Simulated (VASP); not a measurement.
# Sn: single point with LDA

Sn:

```
Sn
1.0
    -1.89465    1.89465    1.84729
     1.89465   -1.89465    1.84729
     1.89465    1.89465   -1.84729
Sn
1
Direct
  0.00000 0.00000 0.00000
```

This cell differs from its parent crystal: strain -0.0250 x Voigt [0, 0, 1, 0, 0, 0].

```yaml
Program: VASP 6.6.1
Task: single point
Functional: LDA
Potentials_or_basis: VASP PAW LDA potentials, release 64 (Sn_d)
Cutoff: 520 eV
k_mesh: 18 × 18 × 18
Occupations: gaussian, width 0.15 eV
Spin: no spin polarisation
```

The pressure is -2.0 GPa and the band gap on the k mesh is zero (band 7 reaches 16.11 eV, above the bottom of band 8 at 5.62 eV).

Stress tensor (GPa, compression positive):
```
-1.79  0.00  0.00
 0.00 -1.79  0.00
 0.00  0.00 -2.58
```

Levels at points of the mesh, in eV from the Fermi level:
| k point | band 3 | band 4 | band 5 | band 6 | band 7 | band 8 | band 9 | band 10 | band 11 | band 12 |
| --- | --- | --- | --- | --- | --- | --- | --- | --- | --- | --- |
| (0.00, 0.00, 0.00) | -21.46 | -21.32 | -21.30 | -11.27 | 8.00 | 8.00 | 8.18 | 12.18 | 12.18 | 12.50 |
| (0.50, 0.00, 0.00) | -21.32 | -21.31 | -21.22 | -6.43 | -4.48 | 3.53 | 5.35 | 8.05 | 8.31 | 15.23 |
| (0.50, 0.50, 0.00) | -21.32 | -21.31 | -21.22 | -6.60 | -4.55 | 3.85 | 5.80 | 8.44 | 8.74 | 14.72 |
| (0.50, 0.50, 0.50) | -21.24 | -21.24 | -21.23 | -2.48 | -0.67 | -0.67 | -0.18 | 3.84 | 4.10 | 18.36 |

Run time: 87 s on 1 thread of Intel(R) Xeon(R) Platinum 8375C CPU @ 2.90GHz (Ice Lake), on a shared host, peak memory 0.25 GiB.

Caveat: the cell differs from its parent crystal (strain -0.0250 x Voigt [0, 0, 1, 0, 0, 0]); spin-orbit coupling is left out, which moves the levels of the heavy elements.
